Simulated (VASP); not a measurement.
Wanted: the native input for a VASP 6.6.1 run.

* Task: single point
* Functional: PBE
* Potentials or basis: VASP PAW PBE potentials, release 64 (Re)
* Cutoff: 520 eV
* k mesh: 23 × 23 × 23
* Occupations: fermi-dirac, width 0.1 eV
* Spin: no spin polarisation
* Dipole correction: no
* Further INCAR settings: ALGO = Normal; EDIFF = 1e-06; NBANDS = 10

The structure of Re lies in POSCAR:

```
Re
1.0
    0.0000000000      2.0085676520      2.0085676520
    2.0085676520      0.0000000000      2.0085676520
    2.0085676520      2.0085676520      0.0000000000
Re
1
Direct
    0.0000000000      0.0000000000      0.0000000000
```

This isn't the form of Re at room conditions, which is hcp.

These files were run (other wordings do the same):

INCAR

```
SYSTEM = Re
PREC = Accurate ; ENCUT = 520
EDIFF = 1E-6 ; ISMEAR = -1
SIGMA = 0.1 ; LREAL = .False.
LASPH = .True. ; NELM = 60
ALGO = Normal ; ISIF = 2
LWAVE = .False. ; LCHARG = .True.
GGA = PE ; LELF = .True.
LVHAR = .True. ; NBANDS = 10
```

KPOINTS

```
Automatic mesh
0
Gamma
  23 23 23
  0 0 0
```

Potentials or basis: VASP PAW PBE potentials, release 64 (Re).

The run is started by

```console
$ cat potpaw_PBE.64/Re/POTCAR > POTCAR
$ mpirun -np 1 vasp_std > vasp.out
```

Results of the run:

| Property | Result |
| --- | --- |
| Pressure | -24.2 GPa |
| Band gap on the k mesh | zero (an odd number of electrons rules out a gap without spin polarisation) |

Caveat: the cell stands under tension; spin-orbit coupling is left out, which moves the levels of the heavy elements.

Run time: 36 s on 1 thread of Intel(R) Xeon(R) Platinum 8375C CPU @ 2.90GHz (Ice Lake) (shared host), peak memory 0.19 GiB.
